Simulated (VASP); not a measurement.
Input of a VASP 6.6.1 run:

File INCAR:

```
PREC = Accurate ; ENCUT = 520
EDIFF = 1E-6 ; ISMEAR = 0
SIGMA = 0.1 ; LREAL = F
LASPH = T ; NELM = 100
ALGO = Normal ; ISIF = 2
LWAVE = F ; LCHARG = F
GGA = PS ; NBANDS = 22
```

KPOINTS

```
regular mesh
0
Gamma
  6 6 4
```

POSCAR

```
Bi
1.0
    3.2383762460      0.0000000000      0.0000000000
    0.0000000000      3.2216433200      0.0000000000
   -0.0804548793      0.0000000000      6.4438887882
Bi
2
Direct
    0.4557527500      0.0000000000      0.2504221100
    0.5442472500      0.0000000000      0.7495778900
```

Potentials or basis: VASP PAW PBE potentials, release 64 (Bi_d).

Run with:

```bash
$ cat potpaw_PBE.64/Bi_d/POTCAR > POTCAR
$ mpirun -np 1 vasp_std > vasp.out
```

(1) What does it give for the pressure?

(2) What does it give for the largest force?

(3) Predict the band gap on the k mesh.

Answers

(1) -0.3 GPa.

(2) 0.027 eV/Å.

(3) zero (band 15 reaches 10.56 eV, above the bottom of band 16 at 4.26 eV).

Caveat: the PAW data sets were made with another functional, which shifts forces and pressure a little; spin-orbit coupling is left out, which moves the levels of the heavy elements.
